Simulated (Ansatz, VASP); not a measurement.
**BaSi2C2 in VASP and in Ansatz**

```
CELL_PARAMETERS angstrom
3.08183 -3.96986 0.00000
3.08183 3.96986 0.00000
0.00000 0.00000 4.01314
ATOMIC_POSITIONS crystal
Ba 0.50000 0.50000 0.00000
Si 0.14674 0.85326 0.50000
Si 0.85326 0.14674 0.50000
C 0.00000 0.50000 0.50000
C 0.50000 0.00000 0.50000
```

Alike in both runs: task single point; functional PBE; k mesh 4 × 4 × 4; occupations gaussian, width 0.1 eV; collinear spin.

|  | VASP | Ansatz |
| --- | --- | --- |
| version | VASP 6.6.1 | Ansatz 0.2.0 |
| potentials or method | VASP PAW PBE potentials, release 64 (Ba_sv, Si, C), cutoff 520 eV | scalar-relativistic, plane waves, PAW |
| valence electrons in the cell | 26 | 26 |

Ansatz gave:

* gap on the k mesh at the Fermi level (eV): none
* pressure (GPa): 0.2
* traceless stress, the component that is largest in VASP (GPa): 0.18
* rms of the force components (eV/Å): 0.005
* net moment per atom (μB): 0.01

Problem. What did VASP give for the same quantities?

Solution. gap on the k mesh at the Fermi level (eV): none; pressure (GPa): 0.6; traceless stress, the component that is largest in VASP (GPa): 0.29; rms of the force components (eV/Å): 0.008; net moment per atom (μB): 0.01.

Atom by atom the forces differ by 0.014 eV/Å (rms over components). A gap of «none» marks a metal or a gap that the smearing closes. Ansatz's warnings: seeded moment not kept.

The k mesh is coarse, so the values compare programs but aren't converged. Neither program's run includes spin-orbit coupling.
